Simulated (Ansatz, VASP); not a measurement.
**Two plane-wave programs on SnO2**

File INCAR:

```
SYSTEM = SnO2
ALGO = Normal ; EDIFF = 1E-7
ENCUT = 520 ; GGA = PE
ISIF = 2 ; ISMEAR = 0
IVDW = 12 ; LASPH = .TRUE.
LCHARG = .FALSE. ; LREAL = .FALSE.
LWAVE = .FALSE. ; NBANDS = 35
NELM = 80 ; PREC = Accurate
SIGMA = 0.05
```

KPOINTS

```
k-points
0
G
  12 12 4
  0 0 0
```

File POSCAR:

```
SnO2
1.0
    3.2648065132      0.0000000000      0.0000000000
   -1.6324032566      2.8274053789      0.0000000000
    0.0000000000      0.0000000000     10.5056250869
Sn O
2 4
Direct
   -0.1169759215      0.0000000000      0.5000000000
    0.1169759215      0.0000000000      0.0000000000
    0.5482055332      0.3333333333      0.4017901351
    0.7851278001      0.3333333333      0.0982098649
    0.2148721999      0.6666666667      0.5982098649
    0.4517944668      0.6666666667      0.9017901351
```

Input for Ansatz:

```yaml
crystal:
  lattice:
    - [3.2648065132, 0.0, 0.0]
    - [-1.6324032566, 2.8274053789, 0.0]
    - [0.0, 0.0, 10.5056250869]
  atoms:
    - { symbol: Sn, position: [-0.1169759215, 0.0, 0.5] }
    - { symbol: Sn, position: [0.1169759215, 0.0, 0.0] }
    - { symbol: O, position: [0.5482055332, 0.3333333333, 0.4017901351] }
    - { symbol: O, position: [0.7851278001, 0.3333333333, 0.0982098649] }
    - { symbol: O, position: [0.2148721999, 0.6666666667, 0.5982098649] }
    - { symbol: O, position: [0.4517944668, 0.6666666667, 0.9017901351] }
basis:
  ecutwfc: 520.0
kpoints:
  mp_grid: { grid: [12, 12, 4] }
hamiltonian:
  xc: pbe
  dispersion: d3bj
scf:
  occupations: { method: gaussian, width: 0.05 }
output:
  forces: true
  stress: true
  eigenvalues: true
  write_density: true
  write_potential: true
  elf: true
  volumetric_format: npy
```

Change from the starting cell: mode 1 frozen in at -0.380 Å, equal normal strain along x, y and z +0.0167.

Alike in both runs: task single point; functional PBE; dispersion D3(BJ); k mesh 12 × 12 × 4; occupations gaussian, width 0.05 eV; no spin polarisation.

|  | VASP | Ansatz |
| --- | --- | --- |
| version | VASP 6.6.1 | Ansatz 0.2.0 |
| potentials or method | VASP PAW PBE potentials, release 64 (Sn_d, O), cutoff 520 eV | scalar-relativistic, plane waves, PAW |
| valence electrons in the cell | 52 | 52 |

Ansatz gave:

| Item | Value |
| --- | --- |
| gap on the k mesh at the Fermi level (eV) | 1.85 |
| least direct gap on the mesh (eV) | 2.13 |
| pressure (GPa) | -6.1 |
| traceless stress, the component that is largest in VASP (GPa) | 2.00 |
| rms of the force components (eV/Å) | 0.228 |

Q: Which values does VASP return?

A: gap on the k mesh at the Fermi level (eV): 1.82; least direct gap on the mesh (eV): 2.11; pressure (GPa): -5.6; traceless stress, the component that is largest in VASP (GPa): 1.69; rms of the force components (eV/Å): 0.205.

Atom by atom the forces differ by 0.023 eV/Å (rms over components).
